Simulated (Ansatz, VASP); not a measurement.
## One calculation of CdTe, two programs

```
Cd Te
1.0
     0.00000    3.15116    3.33012
     3.15116    0.00000    3.33012
     3.15116    3.15116    0.00000
Cd Te
1 1
Direct
  0.00000 0.00000 0.00000
  0.25000 0.25000 0.25000
```

Change from the starting cell: strained cell.

Alike in both runs: task relaxation of the atoms; functional PBEsol; k mesh 6 × 6 × 6; occupations gaussian, width 0.02 eV; no spin polarisation.

```csv
,VASP,Ansatz
version,VASP 6.6.1,Ansatz 0.2.0
potentials or method,"VASP PAW PBE potentials, release 64 (Cd, Te), cutoff 450 eV","scalar-relativistic, plane waves, PAW"
valence electrons in the cell,18,36
```

```tsv
	VASP	Ansatz	Ansatz less VASP
gap on the k mesh at the Fermi level, each at its own relaxed structure (eV)	0.67	0.66	-0.005
```

VASP's potentials were made for PBE, not for PBEsol, and Ansatz warns of the same on its side. VASP's potentials hold 18 valence electrons a cell and Ansatz's 36, so a difference there can come from the potentials and not from the codes. Ansatz's warnings: stress scf threshold loose.

Neither program's run includes spin-orbit coupling. Noted on VASP's run: the relaxation stopped at its first step, so nothing moved.
